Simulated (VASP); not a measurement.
Input of a VASP 6.6.1 run:

The input INCAR:

```
ALGO = Normal ; EDIFF = 1E-6
ENCUT = 540 ; GGA = PS
GGA_COMPAT = F ; ISIF = 2
ISMEAR = -1 ; LASPH = T
LCHARG = F ; LREAL = F
LWAVE = F ; NBANDS = 46
NELM = 120 ; PREC = Accurate
SIGMA = 0.1
```

KPOINTS

```
k-points
0
Gamma
  5 5 5
```

POSCAR

```
Cd3Ir
1.0
    4.1256045489      0.0000000000      0.0000000000
    0.0000000000      4.1256045489      0.0000000000
    0.0000000000      0.0000000000      4.1256045489
Cd Ir
3 1
Direct
    0.0000000000      0.5000000000      0.5000000000
    0.5000000000      0.0000000000      0.5000000000
    0.5000000000      0.5000000000      0.0000000000
    0.0000000000      0.0000000000      0.0000000000
```

Potentials or basis: VASP PAW PBE potentials, release 64 (Cd_sv_GW, Ir_sv_GW).

The run is started by

```sh
$ cat potpaw_PBE.64/Cd_sv_GW/POTCAR potpaw_PBE.64/Ir_sv_GW/POTCAR > POTCAR
$ mpirun -np 1 vasp_std > vasp.out
```

(1) Estimate the pressure.

Results:

(1) -2.4 GPa.

Caveat: the PAW data sets were made with another functional, which shifts forces and pressure a little.
